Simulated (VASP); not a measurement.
A run of VASP 6.6.1 is set up as follows.

INCAR

```
SYSTEM = Ca2Ti
PREC = Accurate ; ENCUT = 520
EDIFF = 1E-6 ; ISMEAR = 0
SIGMA = 0.1 ; LREAL = .False.
LASPH = .True. ; NELM = 60
ALGO = Normal ; ISIF = 2
LWAVE = .False. ; LCHARG = .False.
GGA = PE ; NBANDS = 41
```

File KPOINTS:

```
regular mesh
0
Gamma
  4 4 2
  0 0 0
```

Contents of POSCAR:

```
Ca2Ti
1.0
    4.0587777896      0.0000000000      0.0000000000
    0.0000000000      4.0587777896      0.0000000000
    0.0000000000      0.0000000000      8.5178706672
Ca Ti
4 2
Direct
    0.0000000000      0.0000000000      0.0000000000
    0.5000000000      0.5000000000      0.0000000000
    0.5000000000      0.0000000000      0.6400000000
    0.0000000000      0.5000000000      0.3600000000
    0.5000000000      0.0000000000      0.2800000000
    0.0000000000      0.5000000000      0.7200000000
```

Potentials or basis: VASP PAW PBE potentials, release 64 (Ca_sv, Ti_sv).

The run is started by

```sh
$ cat potpaw_PBE.64/Ca_sv/POTCAR potpaw_PBE.64/Ti_sv/POTCAR > POTCAR
$ mpirun -np 1 vasp_std > vasp.out
```

(1) What does it give for the pressure?

(2) Predict the largest force.

(3) What does it give for the band gap on the k mesh?

## Answers

(1) 12.9 GPa.

(2) 0.358 eV/Å.

(3) zero (band 32 reaches 4.86 eV, above the bottom of band 33 at 4.66 eV).

Caveat: the k points lie up to 0.39 Å⁻¹ apart.
